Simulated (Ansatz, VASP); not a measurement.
**Cd: VASP beside Ansatz**

```xyz
8
Lattice="0.0000 0.0000 5.9455 2.9984 -5.1934 0.0000 2.9984 5.1934 0.0000" Properties=species:S:1:pos:R:3 pbc="T T T"
Cd    1.4992   -0.8656    1.4864
Cd    2.9984   -3.4623    1.4864
Cd    2.9984    1.7311    1.4864
Cd    4.4976   -0.8656    1.4864
Cd    2.9984   -1.7311    4.4591
Cd    1.4992    0.8656    4.4591
Cd    4.4976    0.8656    4.4591
Cd    2.9984    3.4623    4.4591
```

Alike in both runs: functional PBE; k mesh 8 × 6 × 6; occupations gaussian, width 0.1 eV; no spin polarisation.

Ansatz relaxed the structure, and its values are those at the end. VASP's run is a single point on that final structure, the one shown.

|  | VASP | Ansatz |
| --- | --- | --- |
| version | VASP 6.6.1 | Ansatz 0.2.0 |
| potentials or method | VASP PAW PBE potentials, release 64 (Cd), cutoff 520 eV | scalar-relativistic, plane waves, PAW |
| valence electrons in the cell | 96 | 160 |

```tsv
	VASP	Ansatz	Ansatz less VASP
gap on the k mesh at the Fermi level (eV)	none	none	-
pressure (GPa)	0.2	-0.1	-0.27
```

A gap of «none» marks a metal or a gap that the smearing closes. VASP's potentials hold 96 valence electrons a cell and Ansatz's 160, so a difference there can come from the potentials and not from the codes.
